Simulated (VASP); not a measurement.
Runs of VASP 6.6.1 on Si. The structure is that of space group Fm-3m (No. 225), or close to it. The cells are those of the table. 

```tsv
task	cell	cutoff (eV)	gap on the mesh (eV)	pressure (GPa)
single point	a = 2.556 Å, angles 60.0°, 1 atom	520	none	(a)
relaxation of cell and atoms	relaxed to 26 GPa from a = 2.556 Å, angles 60.0°, 1 atom	600	none	26.0
relaxation of cell and atoms	relaxed to 26 GPa from a = 2.558 Å, angles 60.0°, 1 atom	600	none	26.0
single point	a = 2.557 Å, angles 60.0°, 1 atom	520	none	25.8
```

Alike in all rows: level PBE; potentials or basis VASP PAW PBE potentials, release 64 (Si); no spin polarisation; k mesh 18 × 18 × 18; smearing fermi-dirac 0.1 eV.

Estimate the missing entries.

(a) 25.9.

Caveats: the cell is relaxed towards a set pressure, so the enthalpy falls and the energy may rise (some runs).

A gap of «none» marks levels without a gap at the run's occupations.
